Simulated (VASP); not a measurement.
## CsSnI3: single point with PBE

The system is CsSnI3.

```
CELL_PARAMETERS angstrom
6.66016 0.00000 0.00000
0.00000 6.66016 0.00000
0.00000 0.00000 6.66016
ATOMIC_POSITIONS crystal
Cs 0.00000 0.00000 0.00000
Sn 0.50000 0.50000 0.50000
I 0.00000 0.50000 0.50000
I 0.50000 0.00000 0.50000
I 0.50000 0.50000 0.00000
```

```
Program                : VASP 6.6.1
Task                   : single point
Functional             : PBE
Potentials or basis    : VASP PAW PBE potentials, release 64 (Cs_sv, Sn_d, I)
Cutoff                 : 520 eV
k mesh                 : 6 × 6 × 6
Occupations            : gaussian, width 0.02 eV
Spin                   : no spin polarisation
Dipole correction      : no
Further INCAR settings : ALGO = Normal; EDIFF = 1e-06; NBANDS = 30
```

```yaml
Pressure: -1.8 GPa
Band_gap_on_the_k_mesh: 1.06 eV
```

Levels at points of the mesh, in eV from the valence-band top:
| k point | band 19 | band 20 | band 21 | band 22 | band 23 | band 24 | band 25 | band 26 |
| --- | --- | --- | --- | --- | --- | --- | --- | --- |
| (0.00, 0.00, 0.00) | -1.12 | -1.05 | -1.05 | -1.05 | 3.05 | 4.29 | 4.29 | 4.29 |
| (0.50, 0.00, 0.00) | -1.21 | -1.11 | -1.11 | -0.91 | 1.64 | 4.10 | 4.10 | 4.26 |
| (0.50, 0.50, 0.00) | -1.32 | -1.32 | -0.74 | -0.45 | 1.38 | 1.38 | 3.90 | 4.83 |
| (0.50, 0.50, 0.50) | -0.73 | -0.73 | -0.73 | 0.00 | 1.06 | 1.06 | 1.06 | 3.96 |

Run time: 4.2 min on 1 thread of Intel(R) Xeon(R) Platinum 8375C CPU @ 2.90GHz (Ice Lake), on a shared host, peak memory 0.45 GiB.

Caveat: spin-orbit coupling is left out, which moves the levels of the heavy elements. Expect the measured gap to be larger: semilocal functionals such as PBE lack the derivative discontinuity.
